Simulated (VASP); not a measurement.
# Ge (Imma) in VASP: notebook

Ge is run at these levels: PBE; tasks: single point.

All numbers are computed with VASP 6.6.1; they aren't measurements. Logs are shortened: lines on timing, memory, paths and dates and some standing lists are left out, and cuts for length are marked.

### Step 1. The cell of the first run

It takes space group Imma (No. 74, orthorhombic). Conventional cell: a = 3.951 Å, b = 4.196 Å, c = 5.992 Å, α = 90.00°, β = 90.00°, γ = 90.00°. Ge (site symmetry mm2) has 4 Ge at 2.48 to 2.58 Å within 3.3 Å.

### Step 2. Single point, PBE (engineering shear strain xy -0.0600, normal strain along z +0.0400)

The input, INCAR:

```
  PREC = Accurate
  ENCUT = 520
  EDIFF = 1E-6
  ISMEAR = 0
  SIGMA = 0.15
  LREAL = F
  LASPH = T
  NELM = 80
  ALGO = Normal
  ISIF = 2
  LWAVE = F
  LCHARG = F
  GGA = PE
  NBANDS = 21
```

The input, KPOINTS:

```
regular mesh
0
Gamma
  14 14 14
```

The input, POSCAR:

```
Ge
1.0
   -0.0864160431      2.8805347716      2.9957561625
    2.8805347716     -0.0864160431      2.9957561625
    2.7941187285      2.7941187285      0.0000000000
Ge
2
Direct
    0.5000000000      0.5000000000      0.5000000000
    0.7500000000      0.7500000000      0.7500000000
```

Potentials or basis: VASP PAW PBE potentials, release 64 (Ge_d).

Started as:

```
> cat potpaw_PBE.64/Ge_d/POTCAR > POTCAR
> mpirun -np 1 vasp_std > vasp.out
```

OUTCAR:

```text
PREC = Accurate
   ENCUT = 520
   EDIFF = 1E-6
   ISMEAR = 0
   LREAL = F
   LASPH = T
   NELM = 80
   ISIF = 2
   GGA = PE

 ion  position               nearest neighbor table
   1  0.500  0.500  0.500-   2 2.48   2 2.48   2 2.58   2 2.58
   2  0.750  0.750  0.750-   1 2.48   1 2.48   1 2.58   1 2.58

  LATTYP: Found a body centered orthorhombic cell.
 ALAT       =     3.9514806007
 B/A-ratio  =     1.0618556701
 C/A-ratio  =     1.5162702112

  Lattice vectors:

 A1 = (   0.0864160431,  -2.8805347716,  -2.9957561625)
 A2 = (  -0.0864160431,   2.8805347716,  -2.9957561625)
 A3 = (   2.8805347716,  -0.0864160431,   2.9957561625)

Analysis of symmetry for initial positions (statically):
=====================================================================
 Subroutine PRICEL returns:
 Original cell was already a primitive cell.

 Routine SETGRP: Setting up the symmetry group for a
 body centered orthorhombic supercell.

 Subroutine GETGRP returns: Found  8 space group operations
 (whereof  4 operations were pure point group operations)
 out of a pool of  8 trial point group operations.

The static configuration has the point symmetry C_2v.
 The point group associated with its full space group is D_2h.

Analysis of symmetry for dynamics (positions and initial velocities):
=====================================================================
 Subroutine PRICEL returns:
 Original cell was already a primitive cell.

 Routine SETGRP: Setting up the symmetry group for a
 body centered orthorhombic supercell.

 Subroutine GETGRP returns: Found  8 space group operations
 (whereof  4 operations were pure point group operations)
 out of a pool of  8 trial point group operations.

The dynamic configuration has the point symmetry C_2v.
 The point group associated with its full space group is D_2h.

 Subroutine INISYM returns: Found  8 space group operations
 (whereof  4 operations are pure point group operations),
 and found     1 'primitive' translations

----------------------------------------------------------------------------------------

                                     Primitive cell

  volume of cell :      49.6697

  direct lattice vectors                    reciprocal lattice vectors
    -0.086416043  2.880534772  2.995756163    -0.168523185  0.168523185  0.166902769
     2.880534772 -0.086416043  2.995756163     0.168523185 -0.168523185  0.166902769
     2.794118728  2.794118728  0.000000000     0.178947299  0.178947299 -0.166902769

  length of vectors
     4.156862193  4.156862193  3.951480601     0.290958179  0.290958179  0.303151458

  position of ions in fractional coordinates (direct lattice)
     0.500000000  0.500000000  0.500000000
     0.750000000  0.750000000  0.750000000

  ion indices of the primitive-cell ions
   primitive index   ion index
                 1           1
                 2           2

----------------------------------------------------------------------------------------

 KPOINTS: regular mesh

Automatic generation of k-mesh.
 Grid dimensions read from file:
 generate k-points for:   14   14   14

 Generating k-lattice:

  Cartesian coordinates                     Fractional coordinates (reciprocal lattice)
    -0.012037370  0.012037370  0.011921626     0.071428571 -0.000000000  0.000000000
     0.012037370 -0.012037370  0.011921626    -0.000000000  0.071428571  0.000000000
     0.012781950  0.012781950 -0.011921626     0.000000000  0.000000000  0.071428571

  Length of vectors
     0.020782727  0.020782727  0.021653676

  Shift w.r.t. Gamma in fractional coordinates (k-lattice)
     0.000000000  0.000000000  0.000000000

 Subroutine IBZKPT returns following result:
 ===========================================

 Found    428 irreducible k-points:

 Following reciprocal coordinates:
            Coordinates               Weight
  0.000000  0.000000  0.000000      1.000000
  0.071429 -0.000000  0.000000      4.000000
  0.142857 -0.000000  0.000000      4.000000
  0.214286 -0.000000  0.000000      4.000000
  0.285714 -0.000000  0.000000      4.000000
  0.357143 -0.000000  0.000000      4.000000
[... 16 lines left out ...]
  0.214286  0.142857  0.000000      4.000000
  0.285714  0.142857  0.000000      4.000000
 [... further k-points ...]
   k-points           NKPTS =    428   k-points in BZ     NKDIM =    428   number of bands    NBANDS=     21
   number of dos      NEDOS =    301   number of ions     NIONS =      2
   total plane-waves  NPLWV =  30720
   dimension x,y,z NGX =    32 NGY =   32 NGZ =   30
   dimension x,y,z NGXF=    64 NGYF=   64 NGZF=   60
   ions per type =               2
   NGX,Y,Z   is equivalent  to a cutoff of  12.80, 12.80, 12.62 a.u.
   NGXF,Y,Z  is equivalent  to a cutoff of  25.60, 25.60, 25.24 a.u.
 SYSTEM =  unknown system
   PREC   = accura    normal or accurate (medium, high low for compatibility)
   ISTART =      0    job   : 0-new  1-cont  2-samecut
   ICHARG =      2    charge: 1-file 2-atom 10-const
   ISPIN  =      1    spin polarized calculation?
   LNONCOLLINEAR =      F non collinear calculations
   LSORBIT =      F    spin-orbit coupling
   LASPH  =      T    aspherical Exc in radial PAW
   ENCUT  =  520.0 eV  38.22 Ry    6.18 a.u.   7.73  7.73  7.35*2*pi/ulx,y,z
   NELM   =     80;   NELMIN=  2; NELMDL= -5     # of ELM steps
   EDIFF  = 0.1E-05   stopping-criterion for ELM
   LREAL  =      F    real-space projection
   EDIFFG = 0.1E-04   stopping-criterion for IOM
   NSW    =      0    number of steps for IOM
   IBRION =     -1    ionic relax: 0-MD 1-quasi-New 2-CG
   NFREE  =      0    steps in history (QN), initial steepest desc. (CG)
   ISIF   =      2    stress and relaxation
   ISYM   =      2    0-nonsym 1-usesym 2-fastsym
   POTIM  = 0.5000    time-step for ionic-motion
   TEBEG  =    0.0;   TEEND  =   0.0 temperature during run
   PSTRESS=    0.0 pullay stress
   NELECT =      28.0000    total number of electrons
   NUPDOWN=      -1.0000    fix difference up-down
   EMIN   =  10.00;   EMAX   =-10.00  energy-range for DOS
   EFERMI =   0.00;   METHOD = LEGACY
   ISMEAR =     0;   SIGMA  =   0.15  broadening in eV -4-tet -1-fermi 0-gaus
   EFERMI_NEDOS =   21; number of points for ismear=-14 and -15
   IALGO  =     38    algorithm
   IMIX   =      4    mixing-type and parameters
     AMIX     =   0.40;   BMIX     =  1.00
     AMIX_MAG =   1.60;   BMIX_MAG =  1.00
  volume/ion in A,a.u.               =      24.83       167.59
  Fermi-wavevector in a.u.,A,eV,Ry     =   1.352374  2.555617 24.883921  1.828917
  Thomas-Fermi vector in A             =   2.479718
   LORBIT       =      0    0 simple, 1 ext, 2 COOP (PROOUT), +10 PAW based schemes
   GGA     = PE    functional components
   LHFCALC =     F    Hartree Fock is set to
   AEXX    =    0.0000 exact exchange contribution
   IVDW    =     0    specifies the selected vdW correction
   LEPSILON=     F    determine dielectric tensor
   LRPA    =     F    only Hartree local field effects (RPA)
 non-spin polarized calculation
 Gauss-broadening in eV      SIGMA  =   0.15
  energy-cutoff  :      520.00
  volume of cell :       49.67
 maximum number of plane-waves:      1355
   NGX = 15   NGY = 15   NGZ = 15

 number of electron      28.0000007 magnetization

 Free energy of the ion-electron system (eV)
  ---------------------------------------------------
  ext. energy  EPLUGINS =         0.00000000
  ---------------------------------------------------
  free energy    TOTEN  =        -8.97842832 eV

  energy without entropy =       -8.97742750  energy(sigma->0) =       -8.97792791

 E-fermi :   4.1116     XC(G=0):  -9.4963

 val. band max:        4.1004720992   @ k =   0.0714   0.0714   0.1429
 cond. band min:       4.1866153936   @ k =   0.0000   0.0000   0.0000
 fundamental gap:      0.0861432944
 Fermi energy:         4.1115639954

 k-point     1 :       0.0000    0.0000    0.0000
  band No.  band energies     occupation
      1     -20.6042      2.00000
      2     -20.5753      2.00000
      3     -20.5559      2.00000
      4     -20.5495      2.00000
      5     -20.5475      2.00000
      6     -20.4044      2.00000
[... 13 lines left out ...]
     20      12.9700      0.00000
     21      13.7820      0.00000

 k-point     2 :       0.0714   -0.0000    0.0000
  band No.  band energies     occupation
      1     -20.6055      2.00000
      2     -20.5773      2.00000
      3     -20.5564      2.00000
      4     -20.5462      2.00000
      5     -20.5455      2.00000
      6     -20.4043      2.00000
[... 13 lines left out ...]
     20      12.6110      0.00000
     21      13.4296      0.00000

 k-point     3 :       0.1429   -0.0000    0.0000
  band No.  band energies     occupation
      1     -20.6086      2.00000
      2     -20.5813      2.00000
      3     -20.5564      2.00000
      4     -20.5402      2.00000
      5     -20.5400      2.00000
      6     -20.4044      2.00000
[... 13 lines left out ...]
     20      12.1769      0.00000
     21      12.9631      0.00000

 k-point     4 :       0.2143   -0.0000    0.0000
  band No.  band energies     occupation
      1     -20.6122      2.00000
      2     -20.5851      2.00000
      3     -20.5560      2.00000
      4     -20.5338      2.00000
      5     -20.5335      2.00000
      6     -20.4057      2.00000
[... 13 lines left out ...]
     20      12.0285      0.00000
     21      12.7525      0.00000

 k-point     5 :       0.2857   -0.0000    0.0000
  band No.  band energies     occupation
      1     -20.6153      2.00000
      2     -20.5879      2.00000
      3     -20.5554      2.00000
      4     -20.5289      2.00000
      5     -20.5271      2.00000
      6     -20.4089      2.00000
[... 13 lines left out ...]
     20      12.2941      0.00000
     21      12.9184      0.00000

 k-point     6 :       0.3571   -0.0000    0.0000
  band No.  band energies     occupation
      1     -20.6176      2.00000
      2     -20.5894      2.00000
      3     -20.5551      2.00000
      4     -20.5259      2.00000
      5     -20.5220      2.00000
      6     -20.4120      2.00000
[... 13 lines left out ...]
     20      12.9517      0.00000
     21      13.4792      0.00000

 k-point     7 :       0.4286   -0.0000    0.0000
  band No.  band energies     occupation
      1     -20.6189      2.00000
      2     -20.5900      2.00000
      3     -20.5550      2.00000
      4     -20.5243      2.00000
      5     -20.5188      2.00000
      6     -20.4140      2.00000
[... 13 lines left out ...]
     20      13.8788      0.00000
     21      14.3413      0.00000
[... 291 lines left out ...]
      1     -20.6114      2.00000
      2     -20.5828      2.00000
      3     -20.5527      2.00000
      4     -20.5405      2.00000
      5     -20.5352      2.00000
      6     -20.4100      2.00000
[... 13 lines left out ...]
     20      12.3930      0.00000
     21      12.6330      0.00000

 k-point    21 :      -0.0714    0.0714    0.0000
  band No.  band energies     occupation
      1     -20.6079      2.00000
      2     -20.5785      2.00000
      3     -20.5553      2.00000
      4     -20.5448      2.00000
      5     -20.5416      2.00000
      6     -20.4074      2.00000
[... 13 lines left out ...]
     20      12.7970      0.00000
     21      12.8214      0.00000

 k-point    22 :       0.1429    0.1429    0.0000
  band No.  band energies     occupation
      1     -20.6090      2.00000
      2     -20.5843      2.00000
      3     -20.5650      2.00000
      4     -20.5392      2.00000
      5     -20.5253      2.00000
      6     -20.4194      2.00000
[... 13 lines left out ...]
     20      11.7869      0.00000
     21      14.0941      0.00000

 k-point    23 :       0.2143    0.1429    0.0000
  band No.  band energies     occupation
      1     -20.6117      2.00000
      2     -20.5863      2.00000
      3     -20.5677      2.00000
      4     -20.5339      2.00000
      5     -20.5166      2.00000
      6     -20.4285      2.00000
[... 13 lines left out ...]
     20      12.4028      0.00000
     21      14.0500      0.00000

 k-point    24 :       0.2857    0.1429    0.0000
  band No.  band energies     occupation
      1     -20.6148      2.00000
      2     -20.5893      2.00000
      3     -20.5670      2.00000
      4     -20.5274      2.00000
      5     -20.5102      2.00000
      6     -20.4349      2.00000
[... 13 lines left out ...]
     20      12.9639      0.00000
     21      14.0581      0.00000

 [... further k-points ...]

------------------------ aborting loop because EDIFF is reached ----------------------------------------

  FORCE on cell =-STRESS in cart. coord.  units (eV):
  Direction    XX          YY          ZZ          XY          YZ          ZX
  --------------------------------------------------------------------------------------
  -------------------------------------------------------------------------------------
  Total       -0.2737570     -0.2737570     -1.1195601      1.2007787      0.0000000      0.0000000
  in kB       -8.8304776     -8.8304776    -36.1132313     38.7330670      0.0000000      0.0000000
  external PRESSURE =     -17.9247288 kB  Pullay stress =       0.0000000 kB

 VOLUME and BASIS-vectors are now :
 -----------------------------------------------------------------------------
  energy-cutoff  :      520.00
  volume of cell :       49.67
      direct lattice vectors                 reciprocal lattice vectors
    -0.086416043  2.880534772  2.995756163    -0.168523185  0.168523185  0.166902769
     2.880534772 -0.086416043  2.995756163     0.168523185 -0.168523185  0.166902769
     2.794118728  2.794118728  0.000000000     0.178947299  0.178947299 -0.166902769

 POSITION                                       TOTAL-FORCE (eV/Angst)
 -----------------------------------------------------------------------------------
      2.79412      2.79412      2.99576         0.000000      0.000000     -0.370536
      4.19118      4.19118      4.49363         0.000000      0.000000      0.370536
 -----------------------------------------------------------------------------------
    total drift:                               -0.000000     -0.000000      0.000000

  FREE ENERGIE OF THE ION-ELECTRON SYSTEM (eV)
  ---------------------------------------------------
  free  energy   TOTEN  =        -8.9784283164 eV

  energy  without entropy=       -8.9774274993  energy(sigma->0) =       -8.97792791
```

Wall time 2.4 min (1 thread of Intel Xeon 6975P-C (Granite Rapids), shared host); peak memory 0.44 GiB.

Results:

```
Free energy            : -8.9784 eV
Pressure               : -1.8 GPa
Largest force          : 0.371 eV/Å
Band gap on the k mesh : zero (bands 14 and 15 overlap by 0.36 eV)
```

Forces in eV/Å, atoms in the order of the input:
```
Ge   0.000  0.000 -0.371
Ge   0.000  0.000  0.371
```

Caveat: the cell differs from its parent crystal (engineering shear strain xy -0.0600, normal strain along z +0.0400); semilocal functionals underestimate gaps, so a narrow gap can read as zero.

### Step 3. Single point, PBE (engineering shear strain xy -0.0800, normal strain along z +0.0100)

The input, INCAR:

```
ALGO = Normal
EDIFF = 1E-6
ENCUT = 520
GGA = PE
ISIF = 2
ISMEAR = 0
LASPH = T
LCHARG = F
LREAL = F
LWAVE = F
NBANDS = 21
NELM = 60
PREC = Accurate
SIGMA = 0.15
```

The input, KPOINTS:

```
k-points
0
Gamma
  14 14 14
```

The input, POSCAR:

```
Ge
1.0
   -0.1152213909      2.8805347716      2.9093401193
    2.8805347716     -0.1152213909      2.9093401193
    2.7653133807      2.7653133807      0.0000000000
Ge
2
Direct
    0.5000000000      0.5000000000      0.5000000000
    0.7500000000      0.7500000000      0.7500000000
```

Potentials or basis: VASP PAW PBE potentials, release 64 (Ge_d).

Started as:

```
> cat potpaw_PBE.64/Ge_d/POTCAR > POTCAR
> mpirun -np 1 vasp_std > vasp.out
```

OUTCAR:

```text
EDIFF = 1E-6
   ENCUT = 520
   GGA = PE
   ISIF = 2
   ISMEAR = 0
   LASPH = T
   LREAL = F
   NELM = 60
   PREC = Accurate

 ion  position               nearest neighbor table
   1  0.500  0.500  0.500-   2 2.44   2 2.44   2 2.57   2 2.57
   2  0.750  0.750  0.750-   1 2.44   1 2.44   1 2.57   1 2.57

  LATTYP: Found a body centered orthorhombic cell.
 ALAT       =     3.9107436872
 B/A-ratio  =     1.0833333334
 C/A-ratio  =     1.4878705188

  Lattice vectors:

 A1 = (   0.1152213909,  -2.8805347716,  -2.9093401193)
 A2 = (  -0.1152213909,   2.8805347716,  -2.9093401193)
 A3 = (   2.8805347716,  -0.1152213909,   2.9093401193)

Analysis of symmetry for initial positions (statically):
=====================================================================
 Subroutine PRICEL returns:
 Original cell was already a primitive cell.

 Routine SETGRP: Setting up the symmetry group for a
 body centered orthorhombic supercell.

 Subroutine GETGRP returns: Found  8 space group operations
 (whereof  4 operations were pure point group operations)
 out of a pool of  8 trial point group operations.

The static configuration has the point symmetry C_2v.
[... 159 lines left out ...]
  free energy    TOTEN  =        -8.96810382 eV

  energy without entropy =       -8.96717122  energy(sigma->0) =       -8.96763752

 E-fermi :   4.3588     XC(G=0):  -9.6325

 val. band max:        4.3083040886   @ k =  -0.0000  -0.0000   0.3571
 cond. band min:       4.3876330661   @ k =  -0.0714   0.0714   0.0000
 fundamental gap:      0.0793289775
 Fermi energy:         4.3587674494

 k-point     1 :       0.0000    0.0000    0.0000
  band No.  band energies     occupation
      1     -20.3806      2.00000
      2     -20.3447      2.00000
      3     -20.3144      2.00000
      4     -20.3107      2.00000
      5     -20.3092      2.00000
      6     -20.1665      2.00000
[... 565 lines left out ...]
     20      13.3850      0.00000
     21      14.3807      0.00000

 [... further k-points ...]

------------------------ aborting loop because EDIFF is reached ----------------------------------------

  FORCE on cell =-STRESS in cart. coord.  units (eV):
  Direction    XX          YY          ZZ          XY          YZ          ZX
  --------------------------------------------------------------------------------------
  -------------------------------------------------------------------------------------
  Total        0.0867580      0.0867580     -0.1741350      1.7007013      0.0000000      0.0000000
  in kB        2.8836641      2.8836641     -5.7879056     56.5279611      0.0000000      0.0000000
  external PRESSURE =      -0.0068592 kB  Pullay stress =       0.0000000 kB

 VOLUME and BASIS-vectors are now :
 -----------------------------------------------------------------------------
  energy-cutoff  :      520.00
  volume of cell :       48.20
      direct lattice vectors                 reciprocal lattice vectors
    -0.115221391  2.880534772  2.909340119    -0.166902769  0.166902769  0.171860277
     2.880534772 -0.115221391  2.909340119     0.166902769 -0.166902769  0.171860277
     2.765313381  2.765313381  0.000000000     0.180811334  0.180811334 -0.171860277

 POSITION                                       TOTAL-FORCE (eV/Angst)
 -----------------------------------------------------------------------------------
      2.76531      2.76531      2.90934        -0.000000     -0.000000     -0.575270
      4.14797      4.14797      4.36401         0.000000      0.000000      0.575270
 -----------------------------------------------------------------------------------
    total drift:                                0.000000     -0.000000      0.000000

  FREE ENERGIE OF THE ION-ELECTRON SYSTEM (eV)
  ---------------------------------------------------
  free  energy   TOTEN  =        -8.9681038235 eV

  energy  without entropy=       -8.9671712228  energy(sigma->0) =       -8.96763752
```

stdout:

```text
POSCAR found type information on POSCAR Ge
 POSCAR found :  1 types and       2 ions
 scaLAPACK will be used
 LDA part: xc-table for (Slater+PW92), standard interpolation
 POSCAR, INCAR and KPOINTS ok, starting setup
 FFT: planning ... GRIDC
 FFT: planning ... GRID_SOFT
 FFT: planning ... GRID
 WAVECAR not read
 entering main loop
```

It took 7.9 min on 1 thread of Intel Xeon 8259CL, shared host; peak memory 0.43 GiB.

What came out:

```
Free energy            : -8.9681 eV
Pressure               : 0.0 GPa
Largest force          : 0.575 eV/Å
Band gap on the k mesh : zero (bands 14 and 15 overlap by 0.29 eV)
```

Forces on the atoms (eV/Å):
```
Ge   0.000  0.000 -0.575
Ge   0.000  0.000  0.575
```

Caveat: the cell differs from its parent crystal (engineering shear strain xy -0.0800, normal strain along z +0.0100); semilocal functionals underestimate gaps, so a narrow gap can read as zero.

(Part 1 of 2 ends here.)
